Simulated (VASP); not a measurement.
Nb3CdB: single point with PBE

The system is Nb3CdB.

```
Nb Cd B
1.0
     4.40484    0.00000    0.00000
     0.00000    4.40484    0.00000
     0.00000    0.00000    4.40484
Nb Cd B
3 1 1
Direct
  0.00000 0.00000 0.50000
  0.50000 0.00000 0.00000
  0.00000 0.50000 0.00000
  0.50000 0.50000 0.50000
  0.00000 0.00000 0.00000
```

The cell was generated, and may not be a known phase.

- Program: VASP 6.6.1
- Task: single point
- Functional: PBE
- Potentials or basis: VASP PAW PBE potentials, release 64 (Nb_sv, Cd, B)
- Cutoff: 500 eV
- k mesh: 4 × 4 × 4
- Occupations: gaussian, width 0.1 eV
- Spin: collinear spin
- Starting moments: [1.0, 1.0, 1.0, 0.0, 0.0] μB
- Dipole correction: no
- Further INCAR settings: ALGO = Normal; EDIFF = 1e-06; NBANDS = 39

The pressure is -0.2 GPa, the band gap on the k mesh is zero (filled and empty bands overlap) and the net moment is 0.00 μB per cell. The valence electrons inside the program's atomic spheres are Nb 10.59; Cd 10.39; B 2.05.

Levels at points of the mesh, in eV from the Fermi level:
Spin up:
```csv
k point,band 24,band 25,band 26,band 27,band 28,band 29,band 30,band 31
"(0.00, 0.00, 0.00)",-1.63,-0.06,-0.06,-0.06,1.64,1.64,1.64,2.31
"(0.50, 0.00, 0.00)",-1.62,-1.59,-1.59,-0.29,0.38,1.04,1.40,1.40
"(0.50, 0.50, 0.00)",-1.95,-1.68,-0.05,-0.05,0.05,0.05,1.11,1.58
"(0.50, 0.50, 0.50)",-0.21,-0.21,-0.10,-0.10,-0.10,0.42,0.42,0.42
```
Spin down:
```
           k point  band 25  band 26  band 27  band 28  band 29  band 30
(0.00, 0.00, 0.00)    -0.06    -0.06    -0.06     1.64     1.64     1.64
(0.50, 0.00, 0.00)    -1.59    -1.59    -0.29     0.38     1.04     1.40
(0.50, 0.50, 0.00)    -1.68    -0.05    -0.05     0.05     0.05     1.11
(0.50, 0.50, 0.50)    -0.21    -0.10    -0.10    -0.10     0.42     0.42
```

Run time: 46 s on 1 thread of AMD EPYC 7R13 Processor (Zen 3), with other jobs on the host, peak memory 0.2 GiB.
